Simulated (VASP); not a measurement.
# C19O in VASP: single point with PBE+D3(BJ)

Aim: the single point of C19O with PBE+D3(BJ).

Everything below comes from runs of VASP 6.6.1. Logs are shortened: lines on timing, memory, paths and dates and some standing lists are left out, and cuts for length are marked.

## Step 1: The cell of the first run

The cell holds a slab with vacuum, 20 atoms: a = 7.398 Å, b = 7.398 Å, c = 11.000 Å, α = 90.00°, β = 90.00°, γ = 120.00°.

## Step 2: Single point, PBE+D3(BJ)

INCAR reads:

```
ALGO = Normal
EDIFF = 1E-6
ENCUT = 520
GGA = PE
ISIF = 2
ISMEAR = -1
IVDW = 12
LASPH = T
LCHARG = T
LELF = T
LREAL = Auto
LVHAR = T
LWAVE = F
NBANDS = 57
NELM = 60
PREC = Accurate
SIGMA = 0.02
```

KPOINTS reads:

```
k-points
0
Gamma
  2 2 1
```

POSCAR reads:

```
C19O
1.0
    7.3980000000      0.0000000000      0.0000000000
   -3.6990000000      6.4068560000      0.0000000000
    0.0000000000      0.0000000000     11.0000000000
C O
19 1
Direct
    0.0056163239     -0.0120245344      0.0733883290
    0.2271531096      0.0987275076      0.0735827215
    0.0062457804      0.3196392856      0.0734934443
    0.2265087229      0.4297672528      0.0735750034
    0.0039824986      0.6523395992      0.0730198559
    0.2287994891      0.7647807686      0.0733993733
    0.3395437441     -0.0136912420      0.0735855874
    0.5598186085      0.0964180692      0.0736072797
    0.3372619596      0.3189900206      0.0736085593
    0.5621041036      0.4314321645      0.0733505868
    0.3388969661      0.6546141538      0.0735398607
    0.5604745520      0.7654139833      0.0734834591
    0.6706116657     -0.0143280608      0.0735556631
    0.8954574125      0.0980685914      0.0735265206
    0.6722545764      0.3212743326      0.0733707093
    0.8938381583      0.4320529278      0.0731375167
    0.6728876404      0.6530028022      0.0731292554
    0.8931713789      0.7631672861      0.0730145319
   -0.1021825323      0.6608124429      0.3627544413
   -0.2517034384      0.5054684990      0.3749681913
```

Potentials or basis: VASP PAW PBE potentials, release 64 (C, O).

Started as:

```console
$ cat potpaw_PBE.64/C/POTCAR potpaw_PBE.64/O/POTCAR > POTCAR
$ mpirun -np 1 vasp_std > vasp.out
```

OUTCAR:

```text
EDIFF = 1E-6
   ENCUT = 520
   GGA = PE
   ISIF = 2
   ISMEAR = -1
   IVDW = 12
   LASPH = T
   LREAL = Auto
   NELM = 60
   PREC = Accurate
 IVDW          = 12

 ion  position               nearest neighbor table
   1  0.006  0.988  0.073-  14 1.41   2 1.42  18 1.44
   2  0.227  0.099  0.074-   9 1.41   1 1.42   7 1.44
   3  0.006  0.320  0.073-   4 1.41  14 1.42  16 1.44
   4  0.227  0.430  0.074-   3 1.41   9 1.42  11 1.44
   5  0.004  0.652  0.073-  16 1.41  18 1.42   6 1.44
   6  0.229  0.765  0.073-  11 1.41   7 1.42   5 1.44
[... 10 lines left out ...]
  17  0.673  0.653  0.073-  18 1.41  10 1.42  12 1.44
  18  0.893  0.763  0.073-  17 1.41   5 1.42   1 1.44
  19  0.898  0.661  0.363-  20 1.14
  20  0.748  0.505  0.375-  19 1.14

  LATTYP: Found a hexagonal cell.
 ALAT       =     7.3980000000
 C/A-ratio  =     1.4868883482

  Lattice vectors:

 A1 = (   7.3980000000,   0.0000000000,   0.0000000000)
 A2 = (  -3.6990000000,   6.4068560000,   0.0000000000)
 A3 = (   0.0000000000,   0.0000000000,  11.0000000000)

Analysis of symmetry for initial positions (statically):
=====================================================================
 Subroutine PRICEL returns:
 Original cell was already a primitive cell.

 Routine SETGRP: Setting up the symmetry group for a
 hexagonal supercell.

 Subroutine GETGRP returns: Found  1 space group operations
 (whereof  1 operations were pure point group operations)
 out of a pool of 24 trial point group operations.

The static configuration has the point symmetry C_1 .

Analysis of symmetry for dynamics (positions and initial velocities):
=====================================================================
 Subroutine PRICEL returns:
 Original cell was already a primitive cell.

 Routine SETGRP: Setting up the symmetry group for a
 hexagonal supercell.

 Subroutine GETGRP returns: Found  1 space group operations
 (whereof  1 operations were pure point group operations)
 out of a pool of 24 trial point group operations.

The dynamic configuration has the point symmetry C_1 .

 Subroutine INISYM returns: Found  1 space group operations
 (whereof  1 operations are pure point group operations),
 and found     1 'primitive' translations

----------------------------------------------------------------------------------------
[... 110 lines left out ...]
   EDIFFG = 0.1E-04   stopping-criterion for IOM
   NSW    =      0    number of steps for IOM
   IBRION =     -1    ionic relax: 0-MD 1-quasi-New 2-CG
   NFREE  =      0    steps in history (QN), initial steepest desc. (CG)
   ISIF   =      2    stress and relaxation
   ISYM   =      2    0-nonsym 1-usesym 2-fastsym
   POTIM  = 0.5000    time-step for ionic-motion
   TEBEG  =    0.0;   TEEND  =   0.0 temperature during run
   PSTRESS=    0.0 pullay stress
   NELECT =      82.0000    total number of electrons
   NUPDOWN=      -1.0000    fix difference up-down
   EMIN   =  10.00;   EMAX   =-10.00  energy-range for DOS
   EFERMI =   0.00;   METHOD = LEGACY
   ISMEAR =    -1;   SIGMA  =   0.02  broadening in eV -4-tet -1-fermi 0-gaus
   EFERMI_NEDOS =   21; number of points for ismear=-14 and -15
   IALGO  =     38    algorithm
   IMIX   =      4    mixing-type and parameters
     AMIX     =   0.40;   BMIX     =  1.00
     AMIX_MAG =   1.60;   BMIX_MAG =  1.00
  volume/ion in A,a.u.               =      26.07       175.92
  Fermi-wavevector in a.u.,A,eV,Ry     =   0.883681  1.669915 10.624679  0.780892
  Thomas-Fermi vector in A             =   2.004480
   LORBIT       =      0    0 simple, 1 ext, 2 COOP (PROOUT), +10 PAW based schemes
   GGA     = PE    functional components
   LHFCALC =     F    Hartree Fock is set to
   AEXX    =    0.0000 exact exchange contribution
   IVDW    =    12    specifies the selected vdW correction
   LEPSILON=     F    determine dielectric tensor
   LRPA    =     F    only Hartree local field effects (RPA)
 non-spin polarized calculation
  energy-cutoff  :      520.00
  volume of cell :      521.38
 maximum number of plane-waves:     14099
 NGX is ok and might be reduce to    56
   NGX = 27   NGY = 27   NGZ = 41

 number of electron      82.0000002 magnetization

 Free energy of the ion-electron system (eV)
  ---------------------------------------------------
  ext. energy  EPLUGINS =         0.00000000
  ---------------------------------------------------
  free energy    TOTEN  =      -180.39609963 eV

  energy without entropy =     -180.39509393  energy(sigma->0) =     -180.39559678

 E-fermi :  -1.2535     XC(G=0):  -4.5623

 val. band max:       -1.3619137596   @ k =   0.0000   0.0000   0.0000
 cond. band min:      -1.1429782840   @ k =   0.0000   0.0000   0.0000
 fundamental gap:      0.2189354756
 Fermi energy:        -1.2534913678

 k-point     1 :       0.0000    0.0000    0.0000
  band No.  band energies     occupation
      1     -26.2424      2.00000
      2     -20.7734      2.00000
      3     -18.2770      2.00000
      4     -18.2674      2.00000
      5     -18.1699      2.00000
      6     -18.1648      2.00000
[... 213 lines left out ...]
     52       4.2407      0.00000
     53       4.4311      0.00000
 [bands above 53 left out]

------------------------ aborting loop because EDIFF is reached ----------------------------------------

 Edisp (eV)   -1.76496

 E8    (eV) :    -0.5399

  FORCE on cell =-STRESS in cart. coord.  units (eV):
  Direction    XX          YY          ZZ          XY          YZ          ZX
  --------------------------------------------------------------------------------------
  -------------------------------------------------------------------------------------
  Total       1.30995     1.81648    -0.21425     0.38087    -0.10465    -0.04868
  in kB       4.02544     5.58199    -0.65839     1.17039    -0.32157    -0.14960
  external pressure =        2.98 kB  Pullay stress =        0.00 kB

 VOLUME and BASIS-vectors are now :
 -----------------------------------------------------------------------------
  energy-cutoff  :      520.00
  volume of cell :      521.38
      direct lattice vectors                 reciprocal lattice vectors
     7.398000000  0.000000000  0.000000000     0.135171668  0.078041398  0.000000000
    -3.699000000  6.406856000  0.000000000     0.000000000  0.156082796  0.000000000
     0.000000000  0.000000000 11.000000000     0.000000000  0.000000000  0.090909091

 POSITION                                       TOTAL-FORCE (eV/Angst)
 -----------------------------------------------------------------------------------
     -3.61297      6.32982      0.80727         0.007764     -0.008372     -0.005153
      1.31529      0.63253      0.80941         0.005997     -0.004629     -0.000942
     -1.13614      2.04788      0.80843        -0.015434     -0.000080      0.002676
      0.08600      2.75346      0.80933         0.000565      0.012429      0.000014
     -2.38354      4.17945      0.80322         0.009884      0.007641     -0.002593
     -1.13627      4.89984      0.80739        -0.015638     -0.007228     -0.001779
[... 12 lines left out ...]
      4.19771      4.23373      3.99030         0.416013      0.783019     -0.106850
      3.66617      3.23846      4.12465        -0.413897     -0.783952      0.105181
 -----------------------------------------------------------------------------------
    total drift:                               -0.017304     -0.007695      0.036637

  FREE ENERGIE OF THE ION-ELECTRON SYSTEM (eV)
  ---------------------------------------------------
  free  energy   TOTEN  =      -182.1610587946 eV

  energy  without entropy=     -182.1600530982  energy(sigma->0) =     -182.16055595
```

OSZICAR:

```text
N       E                     dE             d eps       ncg     rms          rms(c)
DAV:   1     0.642226265227E+03    0.64223E+03   -0.34317E+04   456   0.117E+03
DAV:   2    -0.995928833021E+02   -0.74182E+03   -0.71748E+03   670   0.282E+02
DAV:   3    -0.190180769672E+03   -0.90588E+02   -0.90028E+02   543   0.103E+02
[... 14 lines left out ...]
DAV:  18    -0.180396089412E+03   -0.31587E-04   -0.27406E-06   464   0.461E-03    0.192E-03
DAV:  19    -0.180396096458E+03   -0.70462E-05   -0.55830E-07   383   0.205E-03    0.951E-04
DAV:  20    -0.180396098169E+03   -0.17112E-05   -0.18895E-07   359   0.122E-03    0.246E-04
DAV:  21    -0.180396099323E+03   -0.11543E-05   -0.13677E-07   344   0.950E-04    0.503E-04
DAV:  22    -0.180396099625E+03   -0.30194E-06   -0.34802E-08   376   0.524E-04
   1 F= -.18216106E+03 E0= -.18216056E+03  d E =-.100570E-02
```

stdout:

```text
POSCAR found type information on POSCAR C O
 POSCAR found :  2 types and      20 ions
 scaLAPACK will be used
 LDA part: xc-table for (Slater+PW92), standard interpolation
 POSCAR, INCAR and KPOINTS ok, starting setup
 FFT: planning ... GRIDC
 FFT: planning ... GRID_SOFT
 FFT: planning ... GRID
 WAVECAR not read
 entering main loop
```

Wall time 4.1 min (1 thread of Intel Xeon Platinum 8488C (Sapphire Rapids), shared host); peak memory 0.58 GiB.

Results:

| Quantity | Value |
| --- | --- |
| Free energy | -182.1611 eV |
| Largest force | 0.893 eV/Å |
| Band gap on the k mesh | 0.22 eV |
| Dispersion energy per atom | -0.088 eV |

Forces on the atoms (eV/Å):
```
C    0.008 -0.008 -0.005
C    0.006 -0.005 -0.001
C   -0.015  0.000  0.003
C    0.001  0.012  0.000
C    0.010  0.008 -0.003
C   -0.016 -0.007 -0.002
C   -0.001  0.004  0.000
C    0.007  0.016  0.004
C    0.011  0.013  0.000
C   -0.017 -0.005  0.001
C    0.018 -0.013 -0.002
C   -0.001  0.000  0.003
C    0.003  0.008  0.004
C   -0.019 -0.005  0.001
C    0.011 -0.019 -0.001
C   -0.006 -0.006 -0.001
C   -0.009  0.002  0.003
C    0.008  0.006 -0.002
C    0.416  0.783 -0.107
O   -0.414 -0.784  0.105
```

Levels at points of the mesh, in eV from the valence-band top:
```
           k point  band 38  band 39  band 40  band 41  band 42  band 43  band 44  band 45
(0.00, 0.00, 0.00)    -2.93    -2.93    -0.01     0.00     0.22     0.22     2.38     2.43
(0.50, 0.00, 0.00)    -2.56    -2.52    -2.51    -2.25     1.77     2.34     2.37     2.60
(0.00, 0.50, 0.00)    -2.56    -2.52    -2.51    -2.25     1.77     2.33     2.37     2.60
(0.50, 0.50, 0.00)    -2.56    -2.52    -2.52    -2.25     1.78     2.30     2.38     2.63
```

Caveat: the k points lie up to 0.49 Å⁻¹ apart; there is no dipole correction, which matters where the two faces differ; semilocal functionals underestimate gaps, and a narrow one can read as zero.
